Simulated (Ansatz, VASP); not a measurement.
# One calculation of Nb2Te6Mo, two programs

INCAR

```
PREC = Accurate ; ENCUT = 520
EDIFF = 1E-6 ; ISMEAR = 0
SIGMA = 0.1 ; LREAL = F
LASPH = T ; NELM = 80
ALGO = Fast ; ISIF = 2
LWAVE = F ; LCHARG = F
GGA = PE ; NBANDS = 48
```

The input KPOINTS:

```
Automatic mesh
0
Gamma
  6 6 6
```

File POSCAR:

```
Nb2Te6Mo
1.0
    3.1338831558      1.8093482836      7.8152682669
   -3.1338831558      1.8093482836      7.8152682669
    0.0000000000     -3.6186965672      7.8152682669
Nb Te Mo
2 6 1
Direct
    0.8332741072      0.8332741072      0.8332741072
    0.1667258928      0.1667258928      0.1667258928
    0.9078362385      0.5791134087      0.2498088147
    0.2498088147      0.9078362385      0.5791134087
    0.5791134087      0.2498088147      0.9078362385
    0.0921637615      0.4208865913      0.7501911853
    0.4208865913      0.7501911853      0.0921637615
    0.7501911853      0.0921637615      0.4208865913
    0.5000000000      0.5000000000      0.5000000000
```

Input for Ansatz:

```yaml
crystal:
  lattice:
    - [3.1338831558, 1.8093482836, 7.8152682669]
    - [-3.1338831558, 1.8093482836, 7.8152682669]
    - [0.0, -3.6186965672, 7.8152682669]
  atoms:
    - { symbol: Nb, position: [0.8332741072, 0.8332741072, 0.8332741072] }
    - { symbol: Nb, position: [0.1667258928, 0.1667258928, 0.1667258928] }
    - { symbol: Te, position: [0.9078362385, 0.5791134087, 0.2498088147] }
    - { symbol: Te, position: [0.2498088147, 0.9078362385, 0.5791134087] }
    - { symbol: Te, position: [0.5791134087, 0.2498088147, 0.9078362385] }
    - { symbol: Te, position: [0.0921637615, 0.4208865913, 0.7501911853] }
    - { symbol: Te, position: [0.4208865913, 0.7501911853, 0.0921637615] }
    - { symbol: Te, position: [0.7501911853, 0.0921637615, 0.4208865913] }
    - { symbol: Mo, position: [0.5, 0.5, 0.5] }
basis:
  ecutwfc: 420
kpoints:
  mp_grid: { grid: [6, 6, 6] }
  band_path:
    path:
      - [[0.0, 0.0, 0.0], [-0.5, -0.5, -0.5], [-0.5, -0.20239932, -0.79760068]]
      - [[-0.20239932, 0.20239932, -0.5], [0.0, 0.0, -0.5], [0.0, 0.0, 0.0], [0.0, 0.35119966, -0.35119966]]
      - [[-0.35119966, 0.0, -0.64880034], [-0.5, 0.0, -0.5], [0.0, 0.0, 0.0]]
    npoints: 14
hamiltonian:
  xc: pbe
scf:
  occupations: { method: gaussian, width: 0.1 }
  n_extra_bands: 22
output:
  forces: true
  stress: true
  eigenvalues: true
  populations: true
  dos: { projected: true, de: 0.02, nscf_kmesh: { grid: [8, 8, 8] } }
  bader: true
  write_density: true
  write_potential: true
  elf: true
  volumetric_format: npy
```

Alike in both runs: task single point; functional PBE; k mesh 6 × 6 × 6; occupations gaussian, width 0.1 eV; no spin polarisation.

|  | VASP | Ansatz |
| --- | --- | --- |
| version | VASP 6.6.1 | Ansatz 0.2.0 |
| potentials or method | VASP PAW PBE potentials, release 64 (Nb_sv, Te, Mo_sv), cutoff 520 eV | scalar-relativistic, plane waves, PAW |
| valence electrons in the cell | 76 | 136 |

|  | VASP | Ansatz | Ansatz less VASP |
| --- | --- | --- | --- |
| gap on the k mesh at the Fermi level (eV) | none | none | - |
| pressure (GPa) | -0.1 | 0.0 | +0.09 |
| traceless stress, the component that is largest in VASP (GPa) | 0.06 | 0.02 | -0.038 |

A gap of «none» marks a metal or a gap that the smearing closes. VASP's potentials hold 76 valence electrons a cell and Ansatz's 136, so a difference there can come from the potentials and not from the codes.

Spin-orbit coupling is off throughout.
